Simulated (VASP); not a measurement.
Cd: relaxation of shape and atoms at fixed volume with PBE

Crystal: Cd.

```
Cd
1.0
     3.78821    0.00000    0.00000
    -1.89410    3.28068    0.00000
     0.00000    0.00000    2.28350
Cd
3
Direct
  0.00000 0.00000 0.00000
  0.33333 0.66667 0.50000
  0.66667 0.33333 0.50000
```

```json
{
  "Program": "VASP 6.6.1",
  "Task": "relaxation of shape and atoms at fixed volume",
  "Functional": "PBE",
  "Potentials or basis": "VASP PAW PBE potentials, release 64 (Cd)",
  "Cutoff": "600 eV",
  "k mesh": "7 × 7 × 10",
  "Occupations": "fermi-dirac, width 0.08 eV",
  "Spin": "no spin polarisation",
  "Dipole correction": "no",
  "Further INCAR settings": "ALGO = Normal; EDIFF = 1e-06; IBRION = 2; EDIFFG = -0.005; NSW = 50; ISIF = 4"
}
```

- Energy gained by relaxing: 0.4 meV/atom
- Ionic steps: 3
- Pressure after relaxing: 474.9 GPa
- Band gap on the k mesh: zero (band 18 reaches 18.20 eV, above the bottom of band 19 at 14.77 eV)

The path:
```tsv
step	energy change (eV)	largest force (eV/Å)	pressure (GPa)	volume (Å³)
1	0.0000	0.0000	474.94	28.38
2	0.0080	0.0000	475.23	28.38
3	-0.0011	0.0000	474.92	28.38
```

Final structure:
```yaml
crystal:
  lattice:
    - [3.79291, 0.00000, 0.00000]
    - [-1.89646, 3.28476, 0.00000]
    - [0.00000, 0.00000, 2.27783]
  atoms:
    - { symbol: Cd, position: [0.00000, 0.00000, 0.00000] }
    - { symbol: Cd, position: [0.33333, 0.66667, 0.50000] }
    - { symbol: Cd, position: [0.66667, 0.33333, 0.50000] }
```

Levels at points of the mesh, in eV from the Fermi level:
```
           k point  band 14  band 15  band 16  band 17  band 18  band 19  band 20  band 21  band 22
(0.00, 0.00, 0.00)   -15.06   -12.50   -12.50    -0.78    -0.78    -0.77    -0.77     1.58     1.90
(0.00, 0.00, 0.50)   -13.00   -11.47    -8.45    -6.89     2.65     3.32     3.32     4.54     4.54
```

Run time: 2.3 min on 1 thread of AMD EPYC 7R13, on a shared host, peak memory 0.13 GiB.
